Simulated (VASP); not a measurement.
# AlN (P6_3mc) in VASP: further runs, part 2 of 2

VASP 6.6.1. Earlier steps stand in the parts before.

## 5. Single point, LDA

INCAR

```
PREC = Accurate
ENCUT = 520
EDIFF = 1E-6
ISMEAR = 0
SIGMA = 0.03
LREAL = F
LASPH = T
NELM = 60
ALGO = Normal
ISIF = 2
LWAVE = F
LCHARG = T
LELF = T
LVHAR = T
NBANDS = 16
```

KPOINTS

```
Automatic mesh
0
Gamma
  8 8 5
```

POSCAR

```
AlN
1.0
    3.1296659992      0.0000000000      0.0000000000
   -1.5648329996      2.7103702607      0.0000000000
    0.0000000000      0.0000000000      4.9810000000
Al N
2 2
Direct
    0.3333333333      0.6666666667     -0.0003626895
    0.6666666667      0.3333333333      0.4996373105
    0.3333333333      0.6666666667      0.3823626895
    0.6666666667      0.3333333333      0.8823626895
```

The run is started by

```
cat potpaw_LDA.64/Al/POTCAR potpaw_LDA.64/N/POTCAR > POTCAR
mpirun -np 1 vasp_std > vasp.out
```

Wall time 24 s (1 thread of Intel Xeon 8259CL, shared host); peak memory 0.14 GiB.

It converged, with:

```
Free energy            : -32.8153 eV
Pressure               : -6.3 GPa
Band gap on the k mesh : 4.10 eV
```

Forces in eV/Å, atoms in the order of the input:
```
Al   0.000  0.000 -0.002
Al   0.000  0.000 -0.002
N    0.000  0.000  0.002
N    0.000  0.000  0.002
```

Stress tensor (GPa, compression positive):
```
-6.97  0.00  0.00
 0.00 -6.97  0.00
 0.00  0.00 -4.85
```

Levels at points of the mesh, in eV from the valence-band top:
```tsv
k point	band 4	band 5	band 6	band 7	band 8	band 9	band 10	band 11	band 12	band 13
(0.00, 0.00, 0.00)	-0.93	-0.93	-0.26	-0.26	0.00	4.10	6.35	10.39	10.77	10.77
(0.50, 0.00, 0.00)	-4.19	-3.38	-2.16	-1.81	-0.73	5.55	5.67	7.94	10.02	10.62
```

Caveat: the cell stands under tension.

## 6. Single point, r2SCAN

POSCAR

```
AlN
1.0
    3.1296659992      0.0000000000      0.0000000000
   -1.5648329996      2.7103702607      0.0000000000
    0.0000000000      0.0000000000      4.9810000000
Al N
2 2
Direct
    0.3333333333      0.6666666667     -0.0003497994
    0.6666666667      0.3333333333      0.4996502006
    0.3333333333      0.6666666667      0.3823497994
    0.6666666667      0.3333333333      0.8823497994
```

INCAR.step1

```
  ALGO = Normal
  EDIFF = 1E-4
  ENCUT = 520
  GGA = PE
  ISMEAR = 0
  LASPH = True
  LCHARG = False
  LREAL = False
  LWAVE = True
  NBANDS = 16
  NELM = 60
  PREC = Accurate
  SIGMA = 0.05
```

INCAR.step2

```
  ALGO = Normal
  EDIFF = 1E-6
  ENCUT = 520
  ISIF = 2
  ISMEAR = 0
  ISTART = 1
  LASPH = True
  LCHARG = False
  LMIXTAU = True
  LREAL = False
  LWAVE = False
  METAGGA = R2SCAN
  NBANDS = 16
  NELM = 60
  PREC = Accurate
  SIGMA = 0.05
```

KPOINTS

```
k-points
0
Gamma
  8 8 5
```

Potentials or basis: VASP PAW PBE potentials, release 64 (Al, N).

The run is started by

```
cat potpaw_PBE.64/Al/POTCAR potpaw_PBE.64/N/POTCAR > POTCAR
cp INCAR.step1 INCAR
mpirun -np 1 vasp_std > vasp.out
cp INCAR.step2 INCAR
mpirun -np 1 vasp_std > vasp.out
```

OUTCAR:

```text
EDIFF = 1E-6
   ENCUT = 520
   ISIF = 2
   ISMEAR = 0
   ISTART = 1
   LASPH = True
   LREAL = False
   METAGGA = R2SCAN
   NELM = 60
   PREC = Accurate

 ion  position               nearest neighbor table
   1  0.333  0.667  1.000-   4 1.90   4 1.90   4 1.90   3 1.91   2 3.08   2 3.08   2 3.08   2 3.08
                             2 3.08   2 3.08
   2  0.667  0.333  0.500-   3 1.90   3 1.90   3 1.90   4 1.91   1 3.08   1 3.08   1 3.08   1 3.08
                             1 3.08   1 3.08
   3  0.333  0.667  0.382-   2 1.90   2 1.90   2 1.90   1 1.91
   4  0.667  0.333  0.882-   1 1.90   1 1.90   1 1.90   2 1.91

  LATTYP: Found a hexagonal cell.
 ALAT       =     3.1296659992
 C/A-ratio  =     1.5915436348

  Lattice vectors:

 A1 = (   3.1296659992,   0.0000000000,   0.0000000000)
 A2 = (  -1.5648329996,   2.7103702607,   0.0000000000)
 A3 = (   0.0000000000,   0.0000000000,   4.9810000000)

Analysis of symmetry for initial positions (statically):
=====================================================================
 Subroutine PRICEL returns:
 Original cell was already a primitive cell.

[... 179 lines left out ...]
 cond. band min:      10.5595086929   @ k =   0.0000   0.0000   0.0000
 fundamental gap:      4.7446950971
 Fermi energy:         6.0427039588

 k-point     1 :       0.0000    0.0000    0.0000
  band No.  band energies     occupation
      1     -10.1152      2.00000
      2      -8.0113      2.00000
      3      -0.2018      2.00000
      4       4.8622      2.00000
      5       4.8622      2.00000
      6       5.5394      2.00000
[... 433 lines left out ...]
      3       0.5096      2.00000
      4       0.9077      2.00000
      5       3.7666      2.00000
      6       4.1856      2.00000
[... 8 lines left out ...]
     15      19.2000      0.00000
     16      20.4748      0.00000

 [... further k-points ...]

------------------------ aborting loop because EDIFF is reached ----------------------------------------

  FORCE on cell =-STRESS in cart. coord.  units (eV):
  Direction    XX          YY          ZZ          XY          YZ          ZX
  --------------------------------------------------------------------------------------
  -------------------------------------------------------------------------------------
  Total       -1.1538554     -1.1538554     -0.5411449      0.0000000      0.0000000     -0.0000000
  in kB      -43.7541045    -43.7541045    -20.5201715      0.0000000      0.0000000     -0.0000000
  external PRESSURE =     -36.0094602 kB  Pullay stress =       0.0000000 kB

 VOLUME and BASIS-vectors are now :
 -----------------------------------------------------------------------------
  energy-cutoff  :      520.00
  volume of cell :       42.25
      direct lattice vectors                 reciprocal lattice vectors
     3.129665999  0.000000000  0.000000000     0.319522914  0.184476640  0.000000000
    -1.564833000  2.710370261  0.000000000     0.000000000  0.368953281  0.000000000
     0.000000000  0.000000000  4.981000000     0.000000000  0.000000000  0.200762899

 POSITION                                       TOTAL-FORCE (eV/Angst)
 -----------------------------------------------------------------------------------
     -0.00000      1.80691      4.97926        -0.000000      0.000000     -0.002333
      1.56483      0.90346      2.48876         0.000000     -0.000000     -0.002333
     -0.00000      1.80691      1.90448        -0.000000     -0.000000      0.002333
      1.56483      0.90346      4.39498         0.000000     -0.000000      0.002333
 -----------------------------------------------------------------------------------
    total drift:                               -0.000000      0.000000     -0.019932

  FREE ENERGIE OF THE ION-ELECTRON SYSTEM (eV)
  ---------------------------------------------------
  free  energy   TOTEN  =       -38.4475840861 eV

  energy  without entropy=      -38.4475840861  energy(sigma->0) =      -38.44758409
```

It took 77 s on 1 thread of Intel Xeon 8259CL, shared host; peak memory 0.17 GiB.

What came out:

```yaml
Free_energy: -38.4476 eV
Pressure: -3.6 GPa
Band_gap_on_the_k_mesh: 4.74 eV
```

Forces in eV/Å, atoms in the order of the input:
```
Al   0.000  0.000 -0.002
Al   0.000  0.000 -0.002
N    0.000  0.000  0.002
N    0.000  0.000  0.002
```

Caveat: the cell stands under tension; the PAW data sets were made with another functional, which shifts forces and pressure a little.

## 7. Overview

| level | potentials or basis | smearing | gap on the mesh (eV) | pressure (GPa) |
| --- | --- | --- | --- | --- |
| PBE | VASP PAW PBE potentials, release 64 (Al, N) | gaussian 0.05 eV | 4.07 | 1.2 |
| PBE | VASP PAW PBE potentials, release 64 (Al, N) | gaussian 0.03 eV | 4.07 | 1.2 |
| LDA | VASP PAW LDA potentials, release 64 (Al, N) | gaussian 0.05 eV | 4.10 | -6.3 |
| LDA | VASP PAW LDA potentials, release 64 (Al, N) | gaussian 0.03 eV | 4.10 | -6.3 |
| r2SCAN | VASP PAW PBE potentials, release 64 (Al, N) | gaussian 0.05 eV | 4.74 | -3.6 |

Alike in all rows: task single point; no spin polarisation; cell as given; k mesh 8 × 8 × 5; cutoff (eV) 520.

Caveats: the cell stands under tension (at least some runs); the PAW data sets were made with another functional, which shifts forces and pressure a little (at least some runs).

Total energies depend on the potentials used, so only differences within one code and one set of settings carry meaning.
